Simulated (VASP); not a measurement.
# SnS2 in VASP: further runs

The runs below take SnS2 through single point, with PBEsol.

Program: VASP 6.6.1. These are calculated values, not measurements. Logs are shortened: lines on timing, memory, paths and dates and some standing lists are left out, and cuts for length are marked.

## Step 1: The cell of the first run

The cell holds a slab with vacuum, 18 atoms: a = 3.651 Å, b = 8.758 Å, c = 26.608 Å, α = 90.00°, β = 90.00°, γ = 90.00°.

## Step 2: Single point, PBEsol

File INCAR:

```
SYSTEM = SnS2
ALGO = Normal
DIPOL = 0.5 0.5 0.500
EDIFF = 1E-6
EFIELD = -0.6
ENCUT = 400
GGA = PS
GGA_COMPAT = .False.
IDIPOL = 3
ISIF = 2
ISMEAR = 0
LASPH = .True.
LCHARG = .False.
LDIPOL = .True.
LREAL = .False.
LWAVE = .False.
NBANDS = 93
NELM = 120
NELMDL = -8
PREC = Accurate
SIGMA = 0.05
```

File KPOINTS:

```
k-points
0
Gamma
  7 3 1
  0 0 0
```

File POSCAR:

```
SnS2
1.0
    3.6513143003      0.0000000000      0.0000000000
    0.0000000000      8.7582410527      0.0000000000
    0.0000000000      0.0000000000     26.6078113952
S Sn
12 6
Direct
    0.0000000000      0.4640236812      0.2818721122
    0.0000000000      0.0573941785      0.3070548954
    0.5000000000      0.7247326111      0.3640867107
    0.5000000000      0.3181031084      0.3892694939
    0.0000000000      0.9854415410      0.4463013092
    0.0000000000      0.5788120383      0.4714840924
    0.5000000000      0.2461504708      0.5285159076
    0.5000000000      0.8395209681      0.5536986908
    0.0000000000      0.5068594007      0.6107305061
    0.0000000000      0.1002298980      0.6359132893
    0.5000000000      0.7675683306      0.6929451046
    0.5000000000      0.3609388279      0.7181278878
    0.5000000000      0.2607089299      0.2944635038
    0.0000000000      0.5214178597      0.3766781023
    0.5000000000      0.7821267896      0.4588927008
    0.0000000000      0.0428357195      0.5411072992
    0.5000000000      0.3035446494      0.6233218977
    0.0000000000      0.5642535792      0.7055364962
```

Potentials or basis: VASP PAW PBE potentials, release 64 (S, Sn_d).

Launch:

```bash
cat potpaw_PBE.64/S/POTCAR potpaw_PBE.64/Sn_d/POTCAR > POTCAR
mpirun -np 1 vasp_std > vasp.out
```

OUTCAR:

```text
SYSTEM = SnS2
   EDIFF = 1E-6
   ENCUT = 400
   GGA = PS
   ISIF = 2
   ISMEAR = 0
   LASPH = .True.
   LREAL = .False.
   NELM = 120
   NELMDL = -8
   PREC = Accurate

 ion  position               nearest neighbor table
   1  0.000  0.464  0.282-  13 2.57  13 2.57  14 2.57
   2  0.000  0.057  0.307-  13 2.57  13 2.57
   3  0.500  0.725  0.364-  14 2.57  14 2.57  15 2.57
   4  0.500  0.318  0.389-  14 2.57  14 2.57  13 2.57
   5  0.000  0.985  0.446-  16 2.57  15 2.57  15 2.57
   6  0.000  0.579  0.471-  15 2.57  15 2.57  14 2.57
   7  0.500  0.246  0.529-  16 2.57  16 2.57  17 2.57
   8  0.500  0.840  0.554-  15 2.57  16 2.57  16 2.57
   9  0.000  0.507  0.611-  17 2.57  17 2.57  18 2.57
  10  0.000  0.100  0.636-  17 2.57  17 2.57  16 2.57
  11  0.500  0.768  0.693-  18 2.57  18 2.57
  12  0.500  0.361  0.718-  18 2.57  18 2.57  17 2.57
  13  0.500  0.261  0.294-   1 2.57   1 2.57   2 2.57   2 2.57   4 2.57  14 3.65  14 3.65
  14  0.000  0.521  0.377-   4 2.57   4 2.57   3 2.57   3 2.57   1 2.57   6 2.57  13 3.65  13 3.65
                            15 3.65  15 3.65
  15  0.500  0.782  0.459-   8 2.57   6 2.57   6 2.57   5 2.57   5 2.57   3 2.57  16 3.65  16 3.65
                            14 3.65  14 3.65
  16  0.000  0.043  0.541-   5 2.57   7 2.57   7 2.57   8 2.57   8 2.57  10 2.57  15 3.65  15 3.65
                            17 3.65  17 3.65
  17  0.500  0.304  0.623-   9 2.57   9 2.57  10 2.57  10 2.57  12 2.57   7 2.57  18 3.65  18 3.65
                            16 3.65  16 3.65
  18  0.000  0.564  0.706-  12 2.57  12 2.57  11 2.57  11 2.57   9 2.57  17 3.65  17 3.65

  LATTYP: Found a simple orthorhombic cell.
 ALAT       =     3.6513143003
 B/A-ratio  =     2.3986543837
 C/A-ratio  =     7.2871873542

  Lattice vectors:

 A1 = (   3.6513143003,   0.0000000000,   0.0000000000)
 A2 = (   0.0000000000,   8.7582410527,   0.0000000000)
 A3 = (   0.0000000000,   0.0000000000,  26.6078113952)

Analysis of symmetry for initial positions (statically):
=====================================================================
 Subroutine PRICEL returns:
 Original cell was already a primitive cell.

 Routine SETGRP: Setting up the symmetry group for a
 simple orthorhombic supercell.

 Subroutine GETGRP returns: Found  4 space group operations
 (whereof  2 operations were pure point group operations)
 out of a pool of  8 trial point group operations.

The static configuration has the point symmetry C_1h.
 The point group associated with its full space group is C_2h.

Analysis of symmetry for dynamics (positions and initial velocities):
=====================================================================
 An external electric field (EFIELD) may reduce the allowed symmetry operations
 Subroutine PRICEL returns:
 Original cell was already a primitive cell.

 Routine SETGRP: Setting up the symmetry group for a
 simple orthorhombic supercell.

 Subroutine GETGRP returns: Found  2 space group operations
 (whereof  2 operations were pure point group operations)
 out of a pool of  8 trial point group operations.

The dynamic configuration has the point symmetry C_1h.

 Subroutine INISYM returns: Found  2 space group operations
 (whereof  2 operations are pure point group operations),
 and found     1 'primitive' translations

----------------------------------------------------------------------------------------

                                     Primitive cell

  volume of cell :     850.8936

  direct lattice vectors                    reciprocal lattice vectors
     3.651314300  0.000000000  0.000000000     0.273873986  0.000000000  0.000000000
     0.000000000  8.758241053  0.000000000     0.000000000  0.114178177  0.000000000
     0.000000000  0.000000000 26.607811395     0.000000000  0.000000000  0.037582948

  length of vectors
     3.651314300  8.758241053 26.607811395     0.273873986  0.114178177  0.037582948

  position of ions in fractional coordinates (direct lattice)
     0.000000000  0.464023681  0.281872112
     0.000000000  0.057394178  0.307054895
     0.500000000  0.724732611  0.364086711
     0.500000000  0.318103108  0.389269494
     0.000000000  0.985441541  0.446301309
     0.000000000  0.578812038  0.471484092
[... 10 lines left out ...]
     0.500000000  0.303544649  0.623321898
     0.000000000  0.564253579  0.705536496

  ion indices of the primitive-cell ions
   primitive index   ion index
                 1           1
                 2           2
                 3           3
                 4           4
                 5           5
                 6           6
[... 10 lines left out ...]
                17          17
                18          18

----------------------------------------------------------------------------------------

 KPOINTS: k-points

Automatic generation of k-mesh.
 Grid dimensions read from file:
 generate k-points for:    7    3    1

 Generating k-lattice:

  Cartesian coordinates                     Fractional coordinates (reciprocal lattice)
     0.039124855  0.000000000  0.000000000     0.142857143  0.000000000  0.000000000
     0.000000000  0.038059392  0.000000000     0.000000000  0.333333333  0.000000000
     0.000000000  0.000000000  0.037582948     0.000000000  0.000000000  1.000000000

  Length of vectors
     0.039124855  0.038059392  0.037582948

  Shift w.r.t. Gamma in fractional coordinates (k-lattice)
     0.000000000  0.000000000  0.000000000

 Subroutine IBZKPT returns following result:
 ===========================================

 Found      8 irreducible k-points:

 Following reciprocal coordinates:
            Coordinates               Weight
  0.000000  0.000000  0.000000      1.000000
  0.142857  0.000000  0.000000      2.000000
  0.285714  0.000000  0.000000      2.000000
  0.428571  0.000000  0.000000      2.000000
  0.000000  0.333333  0.000000      2.000000
  0.142857  0.333333  0.000000      4.000000
  0.285714  0.333333  0.000000      4.000000
  0.428571  0.333333  0.000000      4.000000
   k-points           NKPTS =      8   k-points in BZ     NKDIM =      8   number of bands    NBANDS=     93
   number of dos      NEDOS =    301   number of ions     NIONS =     18
   total plane-waves  NPLWV = 259200
   dimension x,y,z NGX =    24 NGY =   60 NGZ =  180
   dimension x,y,z NGXF=    48 NGYF=  120 NGZF=  360
   ions per type =              12   6
   NGX,Y,Z   is equivalent  to a cutoff of  10.93, 11.39, 11.25 a.u.
   NGXF,Y,Z  is equivalent  to a cutoff of  21.85, 22.78, 22.49 a.u.
 SYSTEM =  SnS2
   PREC   = accura    normal or accurate (medium, high low for compatibility)
   ISTART =      0    job   : 0-new  1-cont  2-samecut
   ICHARG =      2    charge: 1-file 2-atom 10-const
   ISPIN  =      1    spin polarized calculation?
   LNONCOLLINEAR =      F non collinear calculations
   LSORBIT =      F    spin-orbit coupling
   LASPH  =      T    aspherical Exc in radial PAW
   ENCUT  =  400.0 eV  29.40 Ry    5.42 a.u.   5.95 14.28 43.39*2*pi/ulx,y,z
   NELM   =    120;   NELMIN=  2; NELMDL= -8     # of ELM steps
   EDIFF  = 0.1E-05   stopping-criterion for ELM
   LREAL  =      F    real-space projection
   EDIFFG = 0.1E-04   stopping-criterion for IOM
   NSW    =      0    number of steps for IOM
[... 5 lines left out ...]
   TEBEG  =    0.0;   TEEND  =   0.0 temperature during run
   PSTRESS=    0.0 pullay stress
   NELECT =     156.0000    total number of electrons
   NUPDOWN=      -1.0000    fix difference up-down
   EMIN   =  10.00;   EMAX   =-10.00  energy-range for DOS
   EFERMI =   0.00;   METHOD = LEGACY
   ISMEAR =     0;   SIGMA  =   0.05  broadening in eV -4-tet -1-fermi 0-gaus
   EFERMI_NEDOS =   21; number of points for ismear=-14 and -15
   IALGO  =     38    algorithm
   IMIX   =      4    mixing-type and parameters
     AMIX     =   0.40;   BMIX     =  1.00
     AMIX_MAG =   1.60;   BMIX_MAG =  1.00
  volume/ion in A,a.u.               =      47.27       319.01
  Fermi-wavevector in a.u.,A,eV,Ry     =   0.930018  1.757479 11.768130  0.864933
  Thomas-Fermi vector in A             =   2.056362
   LORBIT       =      0    0 simple, 1 ext, 2 COOP (PROOUT), +10 PAW based schemes
   GGA     = PS    functional components
   LHFCALC =     F    Hartree Fock is set to
   AEXX    =    0.0000 exact exchange contribution
   IVDW    =     0    specifies the selected vdW correction
   LEPSILON=     F    determine dielectric tensor
   LRPA    =     F    only Hartree local field effects (RPA)
 non-spin polarized calculation
 Gauss-broadening in eV      SIGMA  =   0.05
  energy-cutoff  :      400.00
  volume of cell :      850.89
 maximum number of plane-waves:     15522
 NGX is ok and might be reduce to    24
   NGX = 11   NGY = 29   NGZ = 87

 dipolmoment           0.000000      0.000000      0.000000 electrons x Angstroem

 number of electron     156.0000074 magnetization

 dipolmoment           0.000000      0.000000     -1.240004 electrons x Angstroem

 Free energy of the ion-electron system (eV)
  ---------------------------------------------------
  ext. energy  EPLUGINS =         0.00000000
  ---------------------------------------------------
  free energy    TOTEN  =       -83.96767166 eV

  energy without entropy =      -83.96260744  energy(sigma->0) =      -83.96513955

 E-fermi :  -0.3328     XC(G=0):  -5.2211

 val. band max:       -0.3855426133   @ k =   0.2857   0.3333   0.0000
 cond. band min:      -0.2911455209   @ k =   0.4286   0.0000   0.0000
 fundamental gap:      0.0943970924
 Fermi energy:        -0.3327526541

 k-point     1 :       0.0000    0.0000    0.0000
  band No.  band energies     occupation
      1     -22.3158      2.00000
      2     -22.2044      2.00000
      3     -22.1885      2.00000
      4     -22.1676      2.00000
      5     -22.1520      2.00000
      6     -22.1433      2.00000
[... 82 lines left out ...]
     89       3.5076      0.00000
     90       3.6039      0.00000

 k-point     2 :       0.1429    0.0000    0.0000
  band No.  band energies     occupation
      1     -22.3072      2.00000
      2     -22.2041      2.00000
      3     -22.1935      2.00000
      4     -22.1831      2.00000
      5     -22.1423      2.00000
      6     -22.1315      2.00000
[... 82 lines left out ...]
     89       3.8794      0.00000
     90       3.9424      0.00000

 k-point     3 :       0.2857    0.0000    0.0000
  band No.  band energies     occupation
      1     -22.2906      2.00000
      2     -22.2162      2.00000
      3     -22.2035      2.00000
      4     -22.2023      2.00000
      5     -22.1186      2.00000
      6     -22.1132      2.00000
[... 82 lines left out ...]
     89       4.1391      0.00000
     90       4.3046      0.00000

 k-point     4 :       0.4286    0.0000    0.0000
  band No.  band energies     occupation
      1     -22.2798      2.00000
      2     -22.2404      2.00000
      3     -22.2105      2.00000
      4     -22.2036      2.00000
      5     -22.1245      2.00000
      6     -22.1013      2.00000
[... 82 lines left out ...]
     89       4.2391      0.00000
     90       4.5527      0.00000

 k-point     5 :       0.0000    0.3333    0.0000
  band No.  band energies     occupation
      1     -22.3158      2.00000
      2     -22.2044      2.00000
      3     -22.1885      2.00000
      4     -22.1676      2.00000
      5     -22.1520      2.00000
      6     -22.1433      2.00000
[... 82 lines left out ...]
     89       3.3957      0.00000
     90       3.4745      0.00000

 k-point     6 :       0.1429    0.3333    0.0000
  band No.  band energies     occupation
      1     -22.3072      2.00000
      2     -22.2041      2.00000
      3     -22.1935      2.00000
      4     -22.1831      2.00000
      5     -22.1423      2.00000
      6     -22.1315      2.00000
[... 82 lines left out ...]
     89       3.8194      0.00000
     90       4.0183      0.00000

 k-point     7 :       0.2857    0.3333    0.0000
  band No.  band energies     occupation
      1     -22.2906      2.00000
      2     -22.2162      2.00000
      3     -22.2035      2.00000
      4     -22.2023      2.00000
      5     -22.1186      2.00000
      6     -22.1132      2.00000
[... 82 lines left out ...]
     89       4.1565      0.00000
     90       4.2321      0.00000

 k-point     8 :       0.4286    0.3333    0.0000
  band No.  band energies     occupation
      1     -22.2798      2.00000
      2     -22.2404      2.00000
      3     -22.2105      2.00000
      4     -22.2036      2.00000
      5     -22.1245      2.00000
      6     -22.1013      2.00000
[... 82 lines left out ...]
     89       4.2548      0.00000
     90       4.4752      0.00000
 [bands above 90 left out]

------------------------ aborting loop because EDIFF is reached ----------------------------------------

 vacuum level on the upper side and lower side of the slab       (xc-potential included)         4.016        -4.639

  FORCE on cell =-STRESS in cart. coord.  units (eV):
  Direction    XX          YY          ZZ          XY          YZ          ZX
  --------------------------------------------------------------------------------------
  -------------------------------------------------------------------------------------
  Total       -4.4688256     -5.0753006      0.2507965      0.0000000      1.7687037      0.0000000
  in kB       -8.4145079     -9.5564609      0.4722335      0.0000000      3.3303540      0.0000000
  external PRESSURE =      -5.8329118 kB  Pullay stress =       0.0000000 kB

 VOLUME and BASIS-vectors are now :
 -----------------------------------------------------------------------------
  energy-cutoff  :      400.00
  volume of cell :      850.89
      direct lattice vectors                 reciprocal lattice vectors
     3.651314300  0.000000000  0.000000000     0.273873986  0.000000000  0.000000000
     0.000000000  8.758241053  0.000000000     0.000000000  0.114178177  0.000000000
     0.000000000  0.000000000 26.607811395     0.000000000  0.000000000  0.037582948

 POSITION                                       TOTAL-FORCE (eV/Angst)
 -----------------------------------------------------------------------------------
      0.00000      4.06403      7.50000         0.000000      0.030358     -0.862256
      0.00000      0.50267      8.17006         0.000000      1.199530     -0.971585
      1.82566      6.34738      9.68755         0.000000     -0.076499     -0.374528
      1.82566      2.78602     10.35761         0.000000      0.215302     -0.428471
      0.00000      8.63073     11.87510         0.000000     -0.077799     -0.203581
      0.00000      5.06938     12.54516         0.000000     -0.025210     -0.147610
[... 10 lines left out ...]
      1.82566      2.65852     16.58523         0.000000      0.266395     -0.174065
      0.00000      4.94187     18.77278         0.000000      1.436527     -1.302372
 -----------------------------------------------------------------------------------
    total drift:                                0.000000     -0.004496     -0.013079

  FREE ENERGIE OF THE ION-ELECTRON SYSTEM (eV)
  ---------------------------------------------------
  free  energy   TOTEN  =       -83.9676716641 eV

  energy  without entropy=      -83.9626074416  energy(sigma->0) =      -83.96513955

 vacuum level on the upper side and lower side of the slab         8.915         0.423
```

Wall time 59 min (1 thread of Oxide Virtual Turin-like, shared host); peak memory 0.67 GiB.

What came out:

| Quantity | Value |
| --- | --- |
| Free energy | -83.9677 eV |
| Largest force | 2.201 eV/Å |
| Band gap on the k mesh | 0.09 eV (least direct gap 0.15 eV) |

Forces on the atoms (eV/Å):
```
S    0.000  0.030 -0.862
S    0.000  1.200 -0.972
S    0.000 -0.076 -0.375
S    0.000  0.215 -0.428
S    0.000 -0.078 -0.204
S    0.000 -0.025 -0.148
S    0.000 -0.126 -0.152
S    0.000 -0.060 -0.066
S    0.000 -0.295  0.133
S    0.000 -0.061  0.075
S    0.000 -1.302  0.810
S    0.000 -0.010  0.592
Sn   0.000 -1.419  1.683
Sn   0.000  0.024  0.810
Sn   0.000  0.170  0.417
Sn   0.000  0.110  0.162
Sn   0.000  0.266 -0.174
Sn   0.000  1.437 -1.302
```

Levels at points of the mesh, in eV from the valence-band top:
| k point | band 75 | band 76 | band 77 | band 78 | band 79 | band 80 | band 81 | band 82 |
| --- | --- | --- | --- | --- | --- | --- | --- | --- |
| (0.00, 0.00, 0.00) | -0.72 | -0.56 | -0.18 | -0.08 | 0.52 | 0.97 | 1.33 | 1.49 |

Caveat: semilocal functionals underestimate gaps, and a narrow one can read as zero; the PAW data sets were made with another functional, which shifts forces and pressure a little; spin-orbit coupling is left out, which moves the levels of the heavy elements.

## Step 3: Single point, PBEsol

File INCAR:

```
  PREC = Accurate
  ENCUT = 400
  EDIFF = 1E-6
  ISMEAR = 0
  SIGMA = 0.01
  LREAL = False
  LASPH = True
  NELM = 120
  ALGO = Normal
  ISIF = 2
  LWAVE = False
  LCHARG = False
  LDIPOL = True
  IDIPOL = 3
  DIPOL = 0.5 0.5 0.500
  GGA = PS
  NBANDS = 93
  GGA_COMPAT = False
  NELMDL = -8
```

File KPOINTS:

```
Automatic mesh
0
Gamma
  7 3 1
```

POSCAR is that of step 2.

Potentials or basis: VASP PAW PBE potentials, release 64 (S, Sn_d).

Launch:

```bash
cat potpaw_PBE.64/S/POTCAR potpaw_PBE.64/Sn_d/POTCAR > POTCAR
mpirun -np 1 vasp_std > vasp.out
```

It took 20 min on 1 thread of Oxide Virtual Turin-like, shared host; peak memory 0.7 GiB.

Results (log left out):

```yaml
Free_energy: -83.5906 eV
Largest_force: 2.114 eV/Å
Band_gap_on_the_k_mesh: 0.93 eV (least direct gap 1.00 eV)
```

Forces in eV/Å, atoms in the order of the input:
```
S    0.000 -0.019 -0.729
S    0.000  1.300 -0.919
S    0.000 -0.011 -0.225
S    0.000  0.269 -0.288
S    0.000 -0.018 -0.059
S    0.000  0.057 -0.006
S    0.000 -0.057  0.006
S    0.000  0.018  0.059
S    0.000 -0.269  0.288
S    0.000  0.011  0.225
S    0.000 -1.300  0.919
S    0.000  0.019  0.729
Sn   0.000 -1.443  1.545
Sn   0.000 -0.125  0.505
Sn   0.000  0.034  0.133
Sn   0.000 -0.034 -0.133
Sn   0.000  0.125 -0.505
Sn   0.000  1.443 -1.545
```

Levels at points of the mesh, in eV from the valence-band top:
```csv
k point,band 75,band 76,band 77,band 78,band 79,band 80,band 81,band 82
"(0.00, 0.00, 0.00)",-0.27,-0.18,-0.17,-0.16,1.23,1.42,1.52,1.76
```

Caveat: the PAW data sets were made with another functional, which shifts forces and pressure a little; spin-orbit coupling is left out, which moves the levels of the heavy elements.
